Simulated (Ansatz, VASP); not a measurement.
**Two plane-wave programs on ZnCu**

```xyz
2
Lattice="2.9652 0.0000 0.0000 0.0000 2.9652 0.0000 0.0000 0.0000 2.9652" Properties=species:S:1:pos:R:3 pbc="T T T"
Zn    1.4826    1.4826    1.4826
Cu    0.0000    0.0000    0.0000
```

Alike in both runs: task single point; functional PBEsol; k mesh 12 × 12 × 12; occupations gaussian, width 0.05 eV; no spin polarisation.

|  | VASP | Ansatz |
| --- | --- | --- |
| version | VASP 6.6.1 | Ansatz 0.2.0 |
| potentials or method | VASP PAW PBE potentials, release 64 (Zn, Cu), cutoff 520 eV | scalar-relativistic, plane waves, PAW |
| valence electrons in the cell | 23 | 31 |

Ansatz gave:

- gap on the k mesh at the Fermi level (eV): none
- pressure (GPa): -6.7

Q: Estimate VASP's values.

A: gap on the k mesh at the Fermi level (eV): none; pressure (GPa): -6.1.

VASP's potentials were made for PBE, not for PBEsol. A gap of «none» marks a metal or a gap that the smearing closes. VASP's potentials hold 23 valence electrons a cell and Ansatz's 31, so a difference there can come from the potentials and not from the codes.
